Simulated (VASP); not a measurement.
The system is CdSe.

```xyz
2
Lattice="0.0000 3.0703 3.0703 3.0703 0.0000 3.0703 3.0703 3.0703 0.0000" Properties=species:S:1:pos:R:3 pbc="T T T"
Cd    0.0000    0.0000    0.0000
Se    4.6054    4.6054    4.6054
```

```yaml
Program: VASP 6.6.1
Task: relaxation of cell and atoms
Functional: PBEsol
Potentials_or_basis: VASP PAW PBE potentials, release 64 (Cd, Se)
Cutoff: 600 eV
k_mesh: 12 × 12 × 12
Occupations: fermi-dirac, width 0.05 eV
Spin: no spin polarisation
```

At the start: pressure -1.1 GPa; volume 28.94 Å³/atom.

How do energy, volume and symmetry change on relaxing?

Over 4 steps the energy falls by 2.5 meV/atom and the volume is 28.28 Å³/atom (-2.3 %); space group F-43m (No. 216, to 0.1 Å) before and after.

Step by step:
```
step  energy change (eV)  largest force (eV/Å)  pressure (GPa)  volume (Å³)
   1              0.0000                0.0000           -1.15        57.88
   2             -0.0045                0.0000            0.33        56.17
   3             -0.0049                0.0000            0.02        56.54
   4             -0.0049                0.0000            0.00        56.56
```

Final structure:
```
CELL_PARAMETERS angstrom
0.00000 3.04671 3.04671
3.04671 0.00000 3.04671
3.04671 3.04671 0.00000
ATOMIC_POSITIONS crystal
Cd 0.00000 0.00000 0.00000
Se 0.75000 0.75000 0.75000
```

Caveat: the PAW data sets were made with another functional, which shifts forces and pressure a little.
